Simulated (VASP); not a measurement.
Input of a VASP 6.6.1 run:

The input INCAR:

```
SYSTEM = AlN
PREC = Accurate
ENCUT = 520
EDIFF = 1E-6
ISMEAR = 0
SIGMA = 0.01
LREAL = .False.
LASPH = .True.
NELM = 80
ALGO = Normal
ISIF = 2
LWAVE = .False.
LCHARG = .False.
GGA = PS
NBANDS = 11
```

Contents of KPOINTS:

```
Automatic mesh
0
Gamma
  8 8 8
  0 0 0
```

File POSCAR:

```
AlN
1.0
    0.0000000000      2.1996212265      2.1996212265
    2.1996212265      0.0000000000      2.1996212265
    2.1996212265      2.1996212265      0.0000000000
Al N
1 1
Direct
    0.0000000000      0.0000000000      0.0000000000
    0.2500000000      0.2500000000      0.2500000000
```

Potentials or basis: VASP PAW PBE potentials, release 64 (Al, N).

Command:

```bash
$ cat potpaw_PBE.64/Al/POTCAR potpaw_PBE.64/N/POTCAR > POTCAR
$ mpirun -np 1 vasp_std > vasp.out
```

(1) Estimate the band gap on the k mesh.

(2) Predict the pressure.

Results:

(1) 3.18 eV, indirect (least direct gap 3.95 eV).

(2) -2.9 GPa.

Caveat: the PAW data sets were made with another functional, which shifts forces and pressure a little.
